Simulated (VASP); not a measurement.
Input of a VASP 6.6.1 run:

The input INCAR:

```
SYSTEM = AlNi
PREC = Accurate ; ENCUT = 520
EDIFF = 1E-7 ; ISMEAR = 0
SIGMA = 0.15 ; LREAL = .FALSE.
LASPH = .TRUE. ; NELM = 100
ALGO = Normal ; ISIF = 2
LWAVE = .FALSE. ; LCHARG = .FALSE.
GGA = PE ; NBANDS = 14
```

Contents of KPOINTS:

```
Automatic mesh
0
G
  16 16 16
  0 0 0
```

The input POSCAR:

```
AlNi
1.0
    2.0426321469     -2.0425983450      0.0000000000
    2.0426321469      2.0425983450      0.0000000000
    0.0000000000      0.0000000000      2.9004437058
Al Ni
1 1
Direct
    0.0000000000      0.0000000000      0.0000000000
    0.5000000000      0.5000000000      0.5000000000
```

Potentials or basis: VASP PAW PBE potentials, release 64 (Al, Ni).

Launch:

```bash
$ cat potpaw_PBE.64/Al/POTCAR potpaw_PBE.64/Ni/POTCAR > POTCAR
$ mpirun -np 1 vasp_std > vasp.out
```

**Question.** What does it give for the pressure?

**Answer.** 0.1 GPa.

**Question.** Predict the band gap on the k mesh.

**Answer.** Zero (an odd number of electrons rules out a gap without spin polarisation).

Stress tensor (GPa, compression positive):
```
 0.18  0.00  0.00
 0.00  0.19  0.00
 0.00  0.00 -0.13
```

Spin polarisation is off, so any magnetic state and its effect on volume and gap are missing.
